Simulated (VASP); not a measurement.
# Cr (Im-3m) in VASP: settings compared, part 2 of 2

VASP 6.6.1.

**4. Single point, RPBE, collinear spin, ferromagnetic start**

This run uses another cell than the first one, of 11.77 Å³/atom.

INCAR reads:

```
SYSTEM = Cr
PREC     = Accurate       ! precision mode
ENCUT    = 520            ! plane-wave cutoff, eV
EDIFF    = 1E-6           ! SCF threshold, eV
ISMEAR   = -1             ! smearing method
SIGMA    = 0.05           ! smearing width, eV
LREAL    = .FALSE.        ! projectors in reciprocal space
LASPH    = .TRUE.         ! aspherical terms in the spheres
NELM     = 150            ! most SCF steps
ALGO     = Normal         ! electronic algorithm
ISIF     = 2              ! what is computed and relaxed
LWAVE    = .FALSE.        ! write WAVECAR
LCHARG   = .FALSE.        ! write CHGCAR
ISPIN    = 2              ! spin polarisation
MAGMOM   = 3              ! initial moments
LORBIT   = 11             ! projections on sites
LMAXMIX  = 4              ! l up to which the mixer works
GGA      = RP             ! functional
NBANDS   = 16             ! bands
```

KPOINTS reads:

```
regular mesh
0
G
  12 12 12
  0 0 0
```

POSCAR reads:

```
Cr
1.0
   -1.4328074216      1.4328074216      1.4328074216
    1.4328074216     -1.4328074216      1.4328074216
    1.4328074216      1.4328074216     -1.4328074216
Cr
1
Direct
    0.0000000000      0.0000000000      0.0000000000
```

Potentials or basis: VASP PAW PBE potentials, release 64 (Cr_pv).

Run with:

```sh
cat potpaw_PBE.64/Cr_pv/POTCAR > POTCAR
mpirun -np 1 vasp_std > vasp.out
```

OUTCAR:

```text
SYSTEM = Cr
   PREC = Accurate
   ENCUT = 520
   EDIFF = 1E-6
   ISMEAR = -1
   LREAL = .FALSE.
   LASPH = .TRUE.
   NELM = 150
   ISIF = 2
   ISPIN = 2
   LORBIT = 11
   GGA = RP

 ion  position               nearest neighbor table
   1  0.000  0.000  0.000-

  LATTYP: Found a body centered cubic cell.
 ALAT       =     2.8656148432

  Lattice vectors:

 A1 = (  -1.4328074216,   1.4328074216,   1.4328074216)
 A2 = (   1.4328074216,  -1.4328074216,   1.4328074216)
 A3 = (   1.4328074216,   1.4328074216,  -1.4328074216)

Analysis of symmetry for initial positions (statically):
=====================================================================
 Subroutine PRICEL returns:
 Original cell was already a primitive cell.

 Routine SETGRP: Setting up the symmetry group for a
 body centered cubic supercell.

 Subroutine GETGRP returns: Found 48 space group operations
 (whereof 48 operations were pure point group operations)
 out of a pool of 48 trial point group operations.

The static configuration has the point symmetry O_h .

Analysis of symmetry for dynamics (positions and initial velocities):
=====================================================================
 Subroutine PRICEL returns:
 Original cell was already a primitive cell.

 Routine SETGRP: Setting up the symmetry group for a
 body centered cubic supercell.

 Subroutine GETGRP returns: Found 48 space group operations
 (whereof 48 operations were pure point group operations)
 out of a pool of 48 trial point group operations.

The dynamic configuration has the point symmetry O_h .

Analysis of structural, dynamic, and magnetic symmetry:
=====================================================================
 Subroutine PRICEL returns:
 Original cell was already a primitive cell.

 Routine SETGRP: Setting up the symmetry group for a
 body centered cubic supercell.

 Subroutine GETGRP returns: Found 48 space group operations
 (whereof 48 operations were pure point group operations)
 out of a pool of 48 trial point group operations.

The overall configuration has the point symmetry O_h .

[... 134 lines left out ...]

 number of electron      11.9999984 magnetization       0.0000376

 Free energy of the ion-electron system (eV)
  ---------------------------------------------------
  ext. energy  EPLUGINS =         0.00000000
  ---------------------------------------------------
  free energy    TOTEN  =        -8.99269814 eV

  energy without entropy =       -8.98850244  energy(sigma->0) =       -8.99060029

 E-fermi :  10.8096     XC(G=0): -13.4480

 val. band max:       10.7238844272   @ k =   0.1667   0.0000   0.0000
 cond. band min:      10.8881968380   @ k =  -0.3333   0.3333   0.2500
 fundamental gap:      0.1643124108
 Fermi energy:        10.8095575833

 spin component 1

 k-point     1 :       0.0000    0.0000    0.0000
  band No.  band energies     occupation
      1     -31.9747      1.00000
      2     -31.9747      1.00000
      3     -31.9747      1.00000
      4       3.0263      1.00000
      5       9.9541      1.00000
      6       9.9541      1.00000
[... 435 lines left out ...]
      5       8.3695      1.00000
      6      10.6270      0.97471
[... 8 lines left out ...]
     15      42.3112      0.00000
     16      42.9709      0.00000

 [... further k-points ...]

 spin component 2

 k-point     1 :       0.0000    0.0000    0.0000
  band No.  band energies     occupation
      1     -31.9747      1.00000
      2     -31.9747      1.00000
      3     -31.9747      1.00000
      4       3.0263      1.00000
      5       9.9541      1.00000
      6       9.9541      1.00000
[... 435 lines left out ...]
      5       8.3695      1.00000
      6      10.6270      0.97470
[... 8 lines left out ...]
     15      42.3113      0.00000
     16      42.9709      0.00000

 [... further k-points ...]

------------------------ aborting loop because EDIFF is reached ----------------------------------------

  FORCE on cell =-STRESS in cart. coord.  units (eV):
  Direction    XX          YY          ZZ          XY          YZ          ZX
  --------------------------------------------------------------------------------------
  -------------------------------------------------------------------------------------
  Total       -0.0186653     -0.0186653     -0.0186653     -0.0000000     -0.0000000      0.0000000
  in kB       -2.5416929     -2.5416929     -2.5416929     -0.0000000     -0.0000000      0.0000000
  external PRESSURE =      -2.5416929 kB  Pullay stress =       0.0000000 kB

 VOLUME and BASIS-vectors are now :
 -----------------------------------------------------------------------------
  energy-cutoff  :      520.00
  volume of cell :       11.77
      direct lattice vectors                 reciprocal lattice vectors
    -1.432807422  1.432807422  1.432807422     0.000000000  0.348965250  0.348965250
     1.432807422 -1.432807422  1.432807422     0.348965250  0.000000000  0.348965250
     1.432807422  1.432807422 -1.432807422     0.348965250  0.348965250  0.000000000

 POSITION                                       TOTAL-FORCE (eV/Angst)
 -----------------------------------------------------------------------------------
      0.00000      0.00000      0.00000         0.000000      0.000000     -0.000000
 -----------------------------------------------------------------------------------
    total drift:                                0.000000      0.000000      0.000000

  FREE ENERGIE OF THE ION-ELECTRON SYSTEM (eV)
  ---------------------------------------------------
  free  energy   TOTEN  =        -8.9926981373 eV

  energy  without entropy=       -8.9885024375  energy(sigma->0) =       -8.99060029

 total charge

# of ion       s       p       d       tot
------------------------------------------
    1        0.448   6.390   4.190  11.028

 magnetization (x)

# of ion       s       p       d       tot
------------------------------------------
    1       -0.000   0.000   0.000   0.000
```

OSZICAR:

```text
N       E                     dE             d eps       ncg     rms          rms(c)
DAV:   1     0.811407251255E+02    0.81141E+02   -0.61926E+03  4720   0.851E+02
DAV:   2    -0.757433792824E+01   -0.88715E+02   -0.84247E+02  5024   0.244E+02
DAV:   3    -0.909433678968E+01   -0.15200E+01   -0.15169E+01  5144   0.353E+01
DAV:   4    -0.909976506552E+01   -0.54283E-02   -0.54281E-02  5544   0.210E+00
DAV:   5    -0.909980467575E+01   -0.39610E-04   -0.39612E-04  5096   0.162E-01    0.179E+01
DAV:   6    -0.893106393462E+01    0.16874E+00   -0.20059E+00  4720   0.250E+01    0.374E+00
DAV:   7    -0.898868197911E+01   -0.57618E-01   -0.17748E-01  4832   0.316E+00    0.227E+00
DAV:   8    -0.899487587254E+01   -0.61939E-02   -0.63047E-03  5032   0.968E-01    0.979E-01
DAV:   9    -0.899228837660E+01    0.25875E-02   -0.20791E-03  5128   0.460E-01    0.322E-01
DAV:  10    -0.899269242944E+01   -0.40405E-03   -0.33683E-04  4960   0.196E-01    0.654E-02
DAV:  11    -0.899270680633E+01   -0.14377E-04   -0.25838E-05  5280   0.373E-02    0.306E-02
DAV:  12    -0.899270241346E+01    0.43929E-05   -0.14696E-06  4216   0.929E-03    0.133E-02
DAV:  13    -0.899269811037E+01    0.43031E-05   -0.80213E-07  3528   0.661E-03    0.214E-03
DAV:  14    -0.899269813728E+01   -0.26912E-07   -0.69067E-08  2360   0.302E-03
   1 F= -.89926981E+01 E0= -.89906003E+01  d E =-.419570E-02  mag=    -0.0000
```

stdout:

```text
POSCAR found type information on POSCAR Cr
 POSCAR found :  1 types and       1 ions
 scaLAPACK will be used
 -----------------------------------------------------------------------------
|                                                                             |
|                                                                             |
|     You enforced a specific xc type in the INCAR file but a different       |
|     I HOPE YOU KNOW WHAT YOU ARE DOING!                                     |
|                                                                             |
 -----------------------------------------------------------------------------

 LDA part: xc-table for (Slater+PW92), standard interpolation
 POSCAR, INCAR and KPOINTS ok, starting setup
 FFT: planning ... GRIDC
 FFT: planning ... GRID_SOFT
 FFT: planning ... GRID
 WAVECAR not read
 entering main loop
```

It took 42 s on 1 thread of Intel Xeon 8259CL, shared host; peak memory 0.14 GiB.

What came out:

| Quantity | Value |
| --- | --- |
| Free energy | -8.9927 eV |
| Pressure | -0.3 GPa |
| Band gap on the k mesh | zero (filled and empty bands overlap) |
| Net moment | 0.00 μB per cell |
| Valence electrons inside the program's atomic spheres | Cr 11.03 |

Levels at points of the mesh, in eV from the Fermi level:
Spin up:
```csv
k point,band 2,band 3,band 4,band 5,band 6,band 7,band 8,band 9,band 10,band 11
"(0.00, 0.00, 0.00)",-42.78,-42.78,-7.78,-0.86,-0.86,-0.86,1.17,1.17,7.19,22.15
"(0.50, 0.00, 0.00)",-43.06,-42.79,-4.31,-2.36,1.06,1.16,1.50,2.79,7.18,9.74
"(0.50, 0.50, 0.50)",-43.38,-43.38,-4.16,-4.16,2.41,2.41,2.41,7.18,10.46,10.46
```
Spin down:
```tsv
k point	band 3	band 4	band 5	band 6	band 7	band 8	band 9	band 10
(0.00, 0.00, 0.00)	-42.78	-7.78	-0.86	-0.86	-0.86	1.17	1.17	7.19
(0.50, 0.00, 0.00)	-42.79	-4.31	-2.36	1.06	1.16	1.50	2.79	7.18
(0.50, 0.50, 0.50)	-43.38	-4.16	-4.16	2.41	2.41	2.41	7.18	10.46
```

Caveat: the PAW data sets were made with another functional, which shifts forces and pressure a little.

**5. Single point, PBE, collinear spin, ferromagnetic start**

This run uses another cell than the first one, of 13.08 Å³/atom.

INCAR reads:

```
ALGO     = Fast           # electronic algorithm
EDIFF    = 1E-6           # SCF threshold, eV
ENCUT    = 520            # plane-wave cutoff, eV
GGA      = PE             # functional
ISIF     = 2              # what is computed and relaxed
ISMEAR   = 0              # smearing method
ISPIN    = 2              # spin polarisation
LASPH    = True           # aspherical terms in the spheres
LCHARG   = False          # write CHGCAR
LMAXMIX  = 4              # l up to which the mixer works
LORBIT   = 11             # projections on sites
LREAL    = False          # projectors in reciprocal space
LWAVE    = False          # write WAVECAR
MAGMOM   = 3              # initial moments
NBANDS   = 16             # bands
NELM     = 150            # most SCF steps
PREC     = Accurate       # precision mode
SIGMA    = 0.024          # smearing width, eV
```

KPOINTS reads:

```
k-points
0
Gamma
  12 12 12
```

POSCAR reads:

```
Cr
1.0
   -1.4844496776      1.4844496776      1.4844496776
    1.4844496776     -1.4844496776      1.4844496776
    1.4844496776      1.4844496776     -1.4844496776
Cr
1
Direct
    0.0000000000      0.0000000000      0.0000000000
```

Run with:

```sh
cat potpaw_PBE.64/Cr_pv/POTCAR > POTCAR
mpirun -np 1 vasp_std > vasp.out
```

Run time: 42 s. Hardware: 1 thread of Intel Xeon 8259CL, shared host; peak memory 0.14 GiB.

It converged, with:

```yaml
Free_energy: -9.3820 eV
Pressure: -25.2 GPa
Band_gap_on_the_k_mesh: zero (filled and empty bands overlap)
Net_moment: 0.00 μB per cell
Valence_electrons_inside_the_program's_atomic_spheres: Cr 10.82
```

Levels at points of the mesh, in eV from the Fermi level:
Spin up:
```csv
k point,band 2,band 3,band 4,band 5,band 6,band 7,band 8,band 9,band 10,band 11
"(0.00, 0.00, 0.00)",-42.83,-42.83,-7.37,-0.73,-0.73,-0.73,1.02,1.02,7.11,21.34
"(0.50, 0.00, 0.00)",-43.03,-42.83,-3.82,-2.02,0.88,1.00,1.29,2.41,7.10,8.57
"(0.50, 0.50, 0.50)",-43.26,-43.26,-3.57,-3.57,2.09,2.09,2.09,7.11,9.57,9.57
```
Spin down:
```
           k point  band 3  band 4  band 5  band 6  band 7  band 8  band 9  band 10
(0.00, 0.00, 0.00)  -42.83   -7.37   -0.73   -0.73   -0.73    1.02    1.02     7.11
(0.50, 0.00, 0.00)  -42.83   -3.82   -2.02    0.88    1.00    1.29    2.41     7.10
(0.50, 0.50, 0.50)  -43.26   -3.57   -3.57    2.09    2.09    2.09    7.11     9.57
```

Caveat: the cell stands under tension.
